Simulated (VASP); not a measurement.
# InAs in VASP: relaxation of the atoms with PBEsol

Aim: the relaxation of the atoms of InAs with PBEsol.

Everything below comes from runs of VASP 6.6.1. Logs are shortened: lines on timing, memory, paths and dates and some standing lists are left out, and cuts for length are marked.

### 1 The cell of the first run

The cell holds a slab with vacuum, 6 atoms: a = 4.304 Å, b = 4.304 Å, c = 24.609 Å, α = 90.00°, β = 90.00°, γ = 90.00°.

### 2 Relaxation of the atoms, PBEsol

INCAR

```
PREC = Accurate ; ENCUT = 520
EDIFF = 1E-6 ; ISMEAR = 0
SIGMA = 0.1 ; LREAL = F
LASPH = T ; NELM = 100
ALGO = Fast ; ISIF = 2
LWAVE = F ; LCHARG = F
LDIPOL = T ; IDIPOL = 3
DIPOL = 0.5 0.5 0.500 ; GGA = PS
IBRION = 2 ; NSW = 90
EDIFFG = -0.03 ; KPAR = 4
```

KPOINTS

```
Automatic mesh
0
Gamma
  7 7 1
```

POSCAR

```
InAs
1.0
    4.3044884350      0.0000000000      0.0000000000
    0.0000000000      4.3044884350      0.0000000000
    0.0000000000      0.0000000000     24.6093324049
As In
3 3
Selective dynamics
Direct
    0.0000000000      0.5000000000      0.3453974232  F F F
    0.5000000000      0.0000000000      0.4690794846  F F F
    0.0000000000      0.5000000000      0.5927615461  T T T
    0.5000000000      0.5000000000      0.4072384539  F F F
    0.0000000000      0.0000000000      0.5309205154  T T T
    0.5000000000      0.5000000000      0.6546025768  T T T
```

Potentials or basis: VASP PAW PBE potentials, release 64 (As, In_d).

Command:

```bash
> cat potpaw_PBE.64/As/POTCAR potpaw_PBE.64/In_d/POTCAR > POTCAR
> mpirun -np 4 vasp_std > vasp.out
```

OUTCAR:

```text
PREC = Accurate
   ENCUT = 520
   EDIFF = 1E-6
   ISMEAR = 0
   LREAL = F
   LASPH = T
   NELM = 100
   ISIF = 2
   GGA = PS
   IBRION = 2
   NSW = 90
   EDIFFG = -0.03

 ion  position               nearest neighbor table
   1  0.000  0.500  0.345-   4 2.64   4 2.64
   2  0.500  0.000  0.469-   4 2.64   4 2.64   5 2.64   5 2.64
   3  0.000  0.500  0.593-   5 2.64   6 2.64   5 2.64   6 2.64
   4  0.500  0.500  0.407-   1 2.64   2 2.64   2 2.64   1 2.64
   5  0.000  0.000  0.531-   3 2.64   3 2.64   2 2.64   2 2.64
   6  0.500  0.500  0.655-   3 2.64   3 2.64

  LATTYP: Found a simple tetragonal cell.
 ALAT       =     4.3044884350
 C/A-ratio  =     5.7171328897

  Lattice vectors:

 A1 = (   4.3044884350,   0.0000000000,   0.0000000000)
 A2 = (   0.0000000000,   4.3044884350,   0.0000000000)
 A3 = (   0.0000000000,   0.0000000000,  24.6093324049)

Analysis of symmetry for initial positions (statically):
=====================================================================
 Subroutine PRICEL returns:
 Original cell was already a primitive cell.

 Routine SETGRP: Setting up the symmetry group for a
 simple tetragonal supercell.

 Subroutine GETGRP returns: Found  4 space group operations
 (whereof  4 operations were pure point group operations)
 out of a pool of 16 trial point group operations.

The static configuration has the point symmetry C_2v.

Analysis of symmetry for dynamics (positions and initial velocities):
=====================================================================
 Subroutine PRICEL returns:
 Original cell was already a primitive cell.

 Routine SETGRP: Setting up the symmetry group for a
 simple tetragonal supercell.

 Subroutine GETGRP returns: Found  4 space group operations
 (whereof  4 operations were pure point group operations)
 out of a pool of 16 trial point group operations.

The dynamic configuration has the point symmetry C_2v.

Analysis of constrained symmetry for selective dynamics:
=====================================================================
 Subroutine PRICEL returns:
 Original cell was already a primitive cell.

 Routine SETGRP: Setting up the symmetry group for a
 simple tetragonal supercell.

 Subroutine GETGRP returns: Found  4 space group operations
 (whereof  4 operations were pure point group operations)
 out of a pool of 16 trial point group operations.

The constrained configuration has the point symmetry C_2v.

 Subroutine INISYM returns: Found  4 space group operations
 (whereof  4 operations are pure point group operations),
 and found     1 'primitive' translations

----------------------------------------------------------------------------------------

                                     Primitive cell

  volume of cell :     455.9770

  direct lattice vectors                    reciprocal lattice vectors
     4.304488435  0.000000000  0.000000000     0.232315643  0.000000000  0.000000000
     0.000000000  4.304488435  0.000000000     0.000000000  0.232315643  0.000000000
     0.000000000  0.000000000 24.609332405     0.000000000  0.000000000  0.040634991

  length of vectors
     4.304488435  4.304488435 24.609332405     0.232315643  0.232315643  0.040634991

  position of ions in fractional coordinates (direct lattice)
     0.000000000  0.500000000  0.345397423
     0.500000000  0.000000000  0.469079485
     0.000000000  0.500000000  0.592761546
     0.500000000  0.500000000  0.407238454
     0.000000000  0.000000000  0.530920515
     0.500000000  0.500000000  0.654602577

  ion indices of the primitive-cell ions
   primitive index   ion index
                 1           1
                 2           2
                 3           3
                 4           4
                 5           5
                 6           6

----------------------------------------------------------------------------------------

 KPOINTS: Automatic mesh

Automatic generation of k-mesh.
 Grid dimensions read from file:
 generate k-points for:    7    7    1

 Generating k-lattice:

  Cartesian coordinates                     Fractional coordinates (reciprocal lattice)
     0.033187949  0.000000000  0.000000000     0.142857143  0.000000000  0.000000000
     0.000000000  0.033187949  0.000000000     0.000000000  0.142857143  0.000000000
     0.000000000  0.000000000  0.040634991     0.000000000  0.000000000  1.000000000

  Length of vectors
     0.033187949  0.033187949  0.040634991

  Shift w.r.t. Gamma in fractional coordinates (k-lattice)
     0.000000000  0.000000000  0.000000000

 Subroutine IBZKPT returns following result:
 ===========================================

 Found     16 irreducible k-points:

 Following reciprocal coordinates:
            Coordinates               Weight
  0.000000  0.000000  0.000000      1.000000
  0.142857  0.000000  0.000000      2.000000
  0.000000  0.142857  0.000000      2.000000
  0.285714  0.000000  0.000000      2.000000
  0.000000  0.285714  0.000000      2.000000
  0.428571  0.000000  0.000000      2.000000
[... 8 lines left out ...]
 -0.285714  0.428571  0.000000      4.000000
  0.428571  0.428571  0.000000      4.000000
   k-points           NKPTS =     16   k-points in BZ     NKDIM =     16   number of bands    NBANDS=     32
   number of dos      NEDOS =    301   number of ions     NIONS =      6
   total plane-waves  NPLWV = 196608
   dimension x,y,z NGX =    32 NGY =   32 NGZ =  192
   dimension x,y,z NGXF=    64 NGYF=   64 NGZF=  384
   ions per type =               3   3
   NGX,Y,Z   is equivalent  to a cutoff of  12.36, 12.36, 12.97 a.u.
   NGXF,Y,Z  is equivalent  to a cutoff of  24.72, 24.72, 25.94 a.u.
 SYSTEM =  unknown system
   PREC   = accura    normal or accurate (medium, high low for compatibility)
   ISTART =      0    job   : 0-new  1-cont  2-samecut
   ICHARG =      2    charge: 1-file 2-atom 10-const
   ISPIN  =      1    spin polarized calculation?
   LNONCOLLINEAR =      F non collinear calculations
   LSORBIT =      F    spin-orbit coupling
   LASPH  =      T    aspherical Exc in radial PAW
   ENCUT  =  520.0 eV  38.22 Ry    6.18 a.u.   8.00  8.00 45.76*2*pi/ulx,y,z
   NELM   =    100;   NELMIN=  2; NELMDL= -5     # of ELM steps
   EDIFF  = 0.1E-05   stopping-criterion for ELM
   LREAL  =      F    real-space projection
   EDIFFG = -.3E-01   stopping-criterion for IOM
   NSW    =     90    number of steps for IOM
   IBRION =      2    ionic relax: 0-MD 1-quasi-New 2-CG
   NFREE  =      1    steps in history (QN), initial steepest desc. (CG)
   ISIF   =      2    stress and relaxation
   ISYM   =      2    0-nonsym 1-usesym 2-fastsym
   POTIM  = 0.5000    time-step for ionic-motion
   TEBEG  =    0.0;   TEEND  =   0.0 temperature during run
   PSTRESS=    0.0 pullay stress
   NELECT =      54.0000    total number of electrons
   NUPDOWN=      -1.0000    fix difference up-down
   EMIN   =  10.00;   EMAX   =-10.00  energy-range for DOS
   EFERMI =   0.00;   METHOD = LEGACY
   ISMEAR =     0;   SIGMA  =   0.10  broadening in eV -4-tet -1-fermi 0-gaus
   EFERMI_NEDOS =   21; number of points for ismear=-14 and -15
   IALGO  =     68    algorithm
   IMIX   =      4    mixing-type and parameters
     AMIX     =   0.40;   BMIX     =  1.00
     AMIX_MAG =   1.60;   BMIX_MAG =  1.00
  volume/ion in A,a.u.               =      76.00       512.85
  Fermi-wavevector in a.u.,A,eV,Ry     =   0.803943  1.519231  8.793771  0.646324
  Thomas-Fermi vector in A             =   1.911906
   LORBIT       =      0    0 simple, 1 ext, 2 COOP (PROOUT), +10 PAW based schemes
   GGA     = PS    functional components
   LHFCALC =     F    Hartree Fock is set to
   AEXX    =    0.0000 exact exchange contribution
   IVDW    =     0    specifies the selected vdW correction
   LEPSILON=     F    determine dielectric tensor
   LRPA    =     F    only Hartree local field effects (RPA)
 conjugate gradient relaxation of ions
 non-spin polarized calculation
 RMM-DIIS sequential band-by-band and
 Gauss-broadening in eV      SIGMA  =   0.10
  energy-cutoff  :      520.00
  volume of cell :      455.98
 maximum number of plane-waves:     12328
   NGX = 17   NGY = 17   NGZ = 91

--------------------------------------- Ionic step        1  -------------------------------------------

 number of electron      54.0000001 magnetization

 Free energy of the ion-electron system (eV)
  ---------------------------------------------------
  ext. energy  EPLUGINS =         0.00000000
  ---------------------------------------------------
  free energy    TOTEN  =       -22.23711990 eV

  energy without entropy =      -22.20060516  energy(sigma->0) =      -22.21886253

------------------------ aborting loop because EDIFF is reached ----------------------------------------

  FORCE on cell =-STRESS in cart. coord.  units (eV):
  Direction    XX          YY          ZZ          XY          YZ          ZX
  --------------------------------------------------------------------------------------
  -------------------------------------------------------------------------------------
  Total       -0.3136745     -0.8574442      0.6106614      0.0000000      0.0000000      0.0000000
  in kB       -1.1021655     -3.0128224      2.1456957      0.0000000      0.0000000      0.0000000
  external PRESSURE =      -0.6564307 kB  Pullay stress =       0.0000000 kB
[... 145 lines left out ...]
  energy  without entropy=      -22.2166406933  energy(sigma->0) =      -22.23495226

--------------------------------------- Ionic step        5  -------------------------------------------

 number of electron      54.0000003 magnetization

 dipolmoment           0.000000      0.000000     -0.143482 electrons x Angstroem

 Free energy of the ion-electron system (eV)
  ---------------------------------------------------
  ext. energy  EPLUGINS =         0.00000000
  ---------------------------------------------------
  free energy    TOTEN  =       -22.25338138 eV

  energy without entropy =      -22.21657539  energy(sigma->0) =      -22.23497838

 E-fermi :  -1.6368     XC(G=0):  -4.0797

 val. band max:       -1.6392097760   @ k =  -0.2857   0.4286   0.0000
 cond. band min:      -1.6348676892   @ k =   0.2857   0.2857   0.0000
 fundamental gap:      0.0043420868
 Fermi energy:        -1.6368380994

 k-point     1 :       0.0000    0.0000    0.0000
  band No.  band energies     occupation
      1     -16.0822      2.00000
      2     -15.9976      2.00000
      3     -15.9361      2.00000
      4     -15.9228      2.00000
      5     -15.8880      2.00000
      6     -15.8815      2.00000
[... 549 lines left out ...]
     31       1.1909      0.00000
     32       1.8243      0.00000

------------------------ aborting loop because EDIFF is reached ----------------------------------------

 vacuum level on the upper side and lower side of the slab       (xc-potential included)        -0.696         0.679

  FORCE on cell =-STRESS in cart. coord.  units (eV):
  Direction    XX          YY          ZZ          XY          YZ          ZX
  --------------------------------------------------------------------------------------
  -------------------------------------------------------------------------------------
  Total       -0.2943306     -1.1762560      0.2865428      0.0000000      0.0000000      0.0000000
  in kB       -1.0341964     -4.1330392      1.0068323      0.0000000      0.0000000      0.0000000
  external PRESSURE =      -1.3868011 kB  Pullay stress =       0.0000000 kB

 VOLUME and BASIS-vectors are now :
 -----------------------------------------------------------------------------
  energy-cutoff  :      520.00
  volume of cell :      455.98
      direct lattice vectors                 reciprocal lattice vectors
     4.304488435  0.000000000  0.000000000     0.232315643  0.000000000  0.000000000
     0.000000000  4.304488435  0.000000000     0.000000000  0.232315643  0.000000000
     0.000000000  0.000000000 24.609332405     0.000000000  0.000000000  0.040634991
[... 12 lines left out ...]
  FREE ENERGIE OF THE ION-ELECTRON SYSTEM (eV)
  ---------------------------------------------------
  free  energy   TOTEN  =       -22.2533813761 eV

  energy  without entropy=      -22.2165753927  energy(sigma->0) =      -22.23497838

 reached required accuracy - stopping structural energy minimisation

 vacuum level on the upper side and lower side of the slab         2.697         4.099
```

It took 8.4 min on 4 MPI ranks of Oxide Virtual Turin-like, shared host; peak memory 0.58 GiB.

Results:

```
Free energy               : -22.2534 eV
Energy gained by relaxing : 2.7 meV/atom
Ionic steps               : 5
Band gap on the k mesh    : zero (bands 27 and 28 overlap by 0.50 eV)
```

Step by step:
| step | energy change (eV) | largest force on free atoms (eV/Å) | pressure (GPa) |
| --- | --- | --- | --- |
| 1 | 0.0000 | 0.4096 | -0.07 |
| 2 | -0.0098 | 0.2357 | -0.10 |
| 3 | -0.0158 | 0.0565 | -0.13 |
| 4 | -0.0161 | 0.0372 | -0.13 |
| 5 | -0.0163 | 0.0264 | -0.14 |

Final structure:
```
As In
1.0
     4.30449    0.00000    0.00000
     0.00000    4.30449    0.00000
     0.00000    0.00000   24.60933
As In
3 3
Direct
  0.00000 0.50000 0.34540
  0.50000 0.00000 0.46908
  0.00000 0.50000 0.59238
  0.50000 0.50000 0.40724
  0.00000 0.00000 0.52897
  0.50000 0.50000 0.65634
```

Caveat: the PAW data sets were made with another functional, which shifts forces and pressure a little; spin-orbit coupling is left out, which moves the levels of the heavy elements.
